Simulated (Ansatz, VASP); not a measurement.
# CsH in VASP and in Ansatz

Contents of INCAR:

```
SYSTEM = CsH
PREC = Accurate ; ENCUT = 520
EDIFF = 1E-6 ; ISMEAR = 0
SIGMA = 0.05 ; LREAL = .False.
LASPH = .True. ; NELM = 80
ALGO = Normal ; ISIF = 2
LWAVE = .False. ; LCHARG = .False.
NBANDS = 12
```

KPOINTS

```
Automatic mesh
0
Gamma
  8 8 8
  0 0 0
```

File POSCAR:

```
CsH
1.0
    0.0000000000      3.3155200000      3.1880000000
    3.3155200000      0.0000000000      3.1880000000
    3.3155200000      3.3155200000      0.0000000000
Cs H
1 1
Direct
    0.0000000000      0.0000000000      0.0000000000
    0.5000000000      0.5000000000      0.5000000000
```

Input for Ansatz:

```yaml
crystal:
  lattice:
    - [0.0, 3.31552, 3.188]
    - [3.31552, 0.0, 3.188]
    - [3.31552, 3.31552, 0.0]
  atoms:
    - { symbol: Cs, position: [0.0, 0.0, 0.0] }
    - { symbol: H, position: [0.5, 0.5, 0.5] }
basis:
  ecutwfc: 420
kpoints:
  mp_grid: { grid: [8, 8, 8] }
hamiltonian:
  xc: lda
scf:
  occupations: { method: gaussian, width: 0.05 }
output:
  forces: true
  stress: true
  eigenvalues: true
```

Change from the starting cell: strain +0.040 along x and y, +0.000 along z, atoms carried along.

Alike in both runs: task single point; functional LDA; k mesh 8 × 8 × 8; occupations gaussian, width 0.05 eV; no spin polarisation.

|  | VASP | Ansatz |
| --- | --- | --- |
| version | VASP 6.6.1 | Ansatz 0.2.0 |
| potentials or method | VASP PAW LDA potentials, release 64 (Cs_sv, H), cutoff 520 eV | scalar-relativistic, plane waves, PAW |
| valence electrons in the cell | 10 | 10 |

VASP gave:

- gap on the k mesh at the Fermi level (eV): 2.02
- least direct gap on the mesh (eV): 2.02
- pressure (GPa): -1.7
- traceless stress, the component that is largest in VASP (GPa): 0.35

Question: What did Ansatz give for the same quantities?

Answer: gap on the k mesh at the Fermi level (eV): 2.04; least direct gap on the mesh (eV): 2.04; pressure (GPa): -1.7; traceless stress, the component that is largest in VASP (GPa): 0.34.

LDA's correlation is that of Perdew and Zunger in VASP and of Perdew and Wang (1992) in Ansatz.

Spin-orbit coupling is off throughout.
